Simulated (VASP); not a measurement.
Crystal: Hf.

```
Hf
1.0
     3.19670    0.00000    0.00000
    -1.59835    2.76842    0.00000
     0.00000    0.00000    5.05780
Hf
2
Direct
  0.33333 0.66667 0.25000
  0.66667 0.33333 0.75000
```

- Program: VASP 6.6.1
- Task: relaxation of cell and atoms
- Functional: PBEsol
- Potentials or basis: VASP PAW PBE potentials, release 64 (Hf_pv)
- Cutoff: 600 eV
- k mesh: 16 × 16 × 9
- Occupations: fermi-dirac, width 0.05 eV
- Spin: no spin polarisation

At the start: pressure -4.2 GPa; volume 22.38 Å³/atom.

**Question.** Where does the relaxation end?

**Answer.** Over 3 steps the energy falls by 11.4 meV/atom and the volume is 21.54 Å³/atom (-3.8 %); space group P6_3/mmc (No. 194, to 0.1 Å) before and after.

Step by step:
| step | energy change (eV) | largest force (eV/Å) | pressure (GPa) | volume (Å³) |
| --- | --- | --- | --- | --- |
| 1 | 0.0000 | 0.0000 | -4.16 | 44.76 |
| 2 | 0.0115 | 0.0000 | 5.80 | 41.10 |
| 3 | -0.0228 | 0.0000 | -0.05 | 43.07 |

Final structure:
```xyz
2
Lattice="3.1566 0.0000 0.0000 -1.5783 2.7337 0.0000 0.0000 0.0000 4.9915" Properties=species:S:1:pos:R:3 pbc="T T T"
Hf    0.0000    1.8225    1.2479
Hf    1.5783    0.9112    3.7436
```

Caveat: the PAW data sets were made with another functional, which shifts forces and pressure a little.
